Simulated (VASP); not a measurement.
# RbSi6 (Im-3m) in VASP: further runs

RbSi6 is run at these levels: PBE; tasks: single point.

Everything below comes from runs of VASP 6.6.1. Logs are shortened: lines on timing, memory, paths and dates and some standing lists are left out, and cuts for length are marked.

## 1. The cell of the first run

Symmetry: Im-3m, No. 229, cubic system. The conventional cell has a = 6.665 Å, b = 6.665 Å, c = 6.665 Å, α = 90.00°, β = 90.00°, γ = 90.00°. Within 4.9 Å of Rb (site symmetry m-3m) lie 24 Si at 3.73 Å. Si (site symmetry -4m2) has 4 Si at 2.36 Å within 3.1 Å.

## 2. Single point, PBE (volume scaled by 0.94)

File INCAR:

```
PREC = Accurate ; ENCUT = 520
EDIFF = 1E-6 ; ISMEAR = 0
SIGMA = 0.1 ; LREAL = False
LASPH = True ; NELM = 80
ALGO = Normal ; ISIF = 2
LWAVE = False ; LCHARG = False
GGA = PE ; NBANDS = 26
```

File KPOINTS:

```
regular mesh
0
Gamma
  8 8 8
```

File POSCAR:

```
RbSi6
1.0
   -3.3324031443      3.3324031443      3.3324031443
    3.3324031443     -3.3324031443      3.3324031443
    3.3324031443      3.3324031443     -3.3324031443
Rb Si
1 6
Direct
    0.0000000000      0.0000000000      0.0000000000
    0.7500000000      0.2500000000      0.5000000000
    0.2500000000      0.7500000000      0.5000000000
    0.5000000000      0.2500000000      0.7500000000
    0.7500000000      0.5000000000      0.2500000000
    0.5000000000      0.7500000000      0.2500000000
    0.2500000000      0.5000000000      0.7500000000
```

Potentials or basis: VASP PAW PBE potentials, release 64 (Rb_sv, Si).

Launch:

```
cat potpaw_PBE.64/Rb_sv/POTCAR potpaw_PBE.64/Si/POTCAR > POTCAR
mpirun -np 1 vasp_std > vasp.out
```

OUTCAR:

```text
PREC = Accurate
   ENCUT = 520
   EDIFF = 1E-6
   ISMEAR = 0
   LREAL = False
   LASPH = True
   NELM = 80
   ISIF = 2
   GGA = PE

 ion  position               nearest neighbor table
   1  0.000  0.000  0.000-   2 3.73   3 3.73   2 3.73   3 3.73   4 3.73   7 3.73   2 3.73   3 3.73
                             4 3.73   5 3.73   6 3.73   7 3.73   2 3.73   3 3.73   5 3.73   7 3.73
   2  0.750  0.250  0.500-   4 2.36   5 2.36   7 2.36   6 2.36   1 3.73   1 3.73   1 3.73   1 3.73

   3  0.250  0.750  0.500-   4 2.36   6 2.36   7 2.36   5 2.36   1 3.73   1 3.73   1 3.73   1 3.73

   4  0.500  0.250  0.750-   2 2.36   5 2.36   7 2.36   3 2.36   1 3.73   1 3.73   1 3.73   1 3.73

   5  0.750  0.500  0.250-   2 2.36   3 2.36   6 2.36   4 2.36   1 3.73   1 3.73   1 3.73   1 3.73

   6  0.500  0.750  0.250-   2 2.36   3 2.36   5 2.36   7 2.36   1 3.73   1 3.73   1 3.73   1 3.73

   7  0.250  0.500  0.750-   3 2.36   4 2.36   6 2.36   2 2.36   1 3.73   1 3.73   1 3.73   1 3.73

  LATTYP: Found a body centered cubic cell.
 ALAT       =     6.6648062886

  Lattice vectors:

 A1 = (  -3.3324031443,   3.3324031443,   3.3324031443)
 A2 = (   3.3324031443,  -3.3324031443,   3.3324031443)
 A3 = (   3.3324031443,   3.3324031443,  -3.3324031443)

Analysis of symmetry for initial positions (statically):
=====================================================================
 Subroutine PRICEL returns:
 Original cell was already a primitive cell.

 Routine SETGRP: Setting up the symmetry group for a
 body centered cubic supercell.

 Subroutine GETGRP returns: Found 48 space group operations
 (whereof 48 operations were pure point group operations)
 out of a pool of 48 trial point group operations.

The static configuration has the point symmetry O_h .

Analysis of symmetry for dynamics (positions and initial velocities):
=====================================================================
 Subroutine PRICEL returns:
 Original cell was already a primitive cell.

 Routine SETGRP: Setting up the symmetry group for a
 body centered cubic supercell.

 Subroutine GETGRP returns: Found 48 space group operations
 (whereof 48 operations were pure point group operations)
 out of a pool of 48 trial point group operations.

The dynamic configuration has the point symmetry O_h .

 Subroutine INISYM returns: Found 48 space group operations
[... 109 lines left out ...]
   EDIFFG = 0.1E-04   stopping-criterion for IOM
   NSW    =      0    number of steps for IOM
   IBRION =     -1    ionic relax: 0-MD 1-quasi-New 2-CG
   NFREE  =      0    steps in history (QN), initial steepest desc. (CG)
   ISIF   =      2    stress and relaxation
   ISYM   =      2    0-nonsym 1-usesym 2-fastsym
   POTIM  = 0.5000    time-step for ionic-motion
   TEBEG  =    0.0;   TEEND  =   0.0 temperature during run
   PSTRESS=    0.0 pullay stress
   NELECT =      33.0000    total number of electrons
   NUPDOWN=      -1.0000    fix difference up-down
   EMIN   =  10.00;   EMAX   =-10.00  energy-range for DOS
   EFERMI =   0.00;   METHOD = LEGACY
   ISMEAR =     0;   SIGMA  =   0.10  broadening in eV -4-tet -1-fermi 0-gaus
   EFERMI_NEDOS =   21; number of points for ismear=-14 and -15
   IALGO  =     38    algorithm
   IMIX   =      4    mixing-type and parameters
     AMIX     =   0.40;   BMIX     =  1.00
     AMIX_MAG =   1.60;   BMIX_MAG =  1.00
  volume/ion in A,a.u.               =      21.15       142.70
  Fermi-wavevector in a.u.,A,eV,Ry     =   0.992663  1.875862 13.406913  0.985380
  Thomas-Fermi vector in A             =   2.124491
   LORBIT       =      0    0 simple, 1 ext, 2 COOP (PROOUT), +10 PAW based schemes
   GGA     = PE    functional components
   LHFCALC =     F    Hartree Fock is set to
   AEXX    =    0.0000 exact exchange contribution
   IVDW    =     0    specifies the selected vdW correction
   LEPSILON=     F    determine dielectric tensor
   LRPA    =     F    only Hartree local field effects (RPA)
 non-spin polarized calculation
 Gauss-broadening in eV      SIGMA  =   0.10
  energy-cutoff  :      520.00
  volume of cell :      148.02
 maximum number of plane-waves:      4028
 NGX is ok and might be reduce to    48
   NGX = 21   NGY = 21   NGZ = 21

 number of electron      32.9999998 magnetization

 Free energy of the ion-electron system (eV)
  ---------------------------------------------------
  ext. energy  EPLUGINS =         0.00000000
  ---------------------------------------------------
  free energy    TOTEN  =       -33.18790564 eV

  energy without entropy =      -33.17710175  energy(sigma->0) =      -33.18250369

 E-fermi :   5.9014     XC(G=0):  -9.3825

 val. band max:        5.8089040123   @ k =  -0.3750   0.5000   0.1250
 cond. band min:       5.9058981841   @ k =   0.3750   0.0000   0.0000
 fundamental gap:      0.0969941717
 Fermi energy:         5.9013907009

 k-point     1 :       0.0000    0.0000    0.0000
  band No.  band energies     occupation
      1     -21.8454      2.00000
      2      -6.5450      2.00000
      3      -6.0330      2.00000
      4      -6.0330      2.00000
      5      -6.0330      2.00000
      6      -1.9639      2.00000
[... 685 lines left out ...]
     25       9.7555      0.00000
     26      10.0434      0.00000

 [... further k-points ...]

------------------------ aborting loop because EDIFF is reached ----------------------------------------

  FORCE on cell =-STRESS in cart. coord.  units (eV):
  Direction    XX          YY          ZZ          XY          YZ          ZX
  --------------------------------------------------------------------------------------
  -------------------------------------------------------------------------------------
  Total        4.2831053      4.2831053      4.2831053     -0.0000000      0.0000000      0.0000000
  in kB       46.3592856     46.3592856     46.3592856     -0.0000000      0.0000000      0.0000000
  external PRESSURE =      46.3592856 kB  Pullay stress =       0.0000000 kB

 VOLUME and BASIS-vectors are now :
 -----------------------------------------------------------------------------
  energy-cutoff  :      520.00
  volume of cell :      148.02
      direct lattice vectors                 reciprocal lattice vectors
    -3.332403144  3.332403144  3.332403144     0.000000000  0.150041870  0.150041870
     3.332403144 -3.332403144  3.332403144     0.150041870  0.000000000  0.150041870
     3.332403144  3.332403144 -3.332403144     0.150041870  0.150041870  0.000000000

 POSITION                                       TOTAL-FORCE (eV/Angst)
 -----------------------------------------------------------------------------------
      0.00000      0.00000      0.00000        -0.000000      0.000000     -0.000000
      0.00000      3.33240      1.66620        -0.000000     -0.000000     -0.000000
      3.33240      0.00000      1.66620         0.000000      0.000000     -0.000000
      1.66620      3.33240      0.00000        -0.000000      0.000000     -0.000000
      0.00000      1.66620      3.33240        -0.000000      0.000000     -0.000000
      1.66620      0.00000      3.33240        -0.000000     -0.000000     -0.000000
      3.33240      1.66620      0.00000         0.000000      0.000000      0.000000
 -----------------------------------------------------------------------------------
    total drift:                               -0.000000     -0.000000     -0.000000

  FREE ENERGIE OF THE ION-ELECTRON SYSTEM (eV)
  ---------------------------------------------------
  free  energy   TOTEN  =       -33.1879056366 eV

  energy  without entropy=      -33.1771017477  energy(sigma->0) =      -33.18250369
```

stdout:

```text
POSCAR found type information on POSCAR RbSi
 POSCAR found :  2 types and       7 ions
 scaLAPACK will be used
 LDA part: xc-table for (Slater+PW92), standard interpolation
 POSCAR, INCAR and KPOINTS ok, starting setup
 FFT: planning ... GRIDC
 FFT: planning ... GRID_SOFT
 FFT: planning ... GRID
 WAVECAR not read
 entering main loop
```

Run time: 1.9 min. Hardware: 1 thread of AMD EPYC 9R45 (Zen 5), shared host; peak memory 0.33 GiB.

What came out:

* Free energy: -33.1879 eV
* Pressure: 4.6 GPa

[end of part 1 of 2]
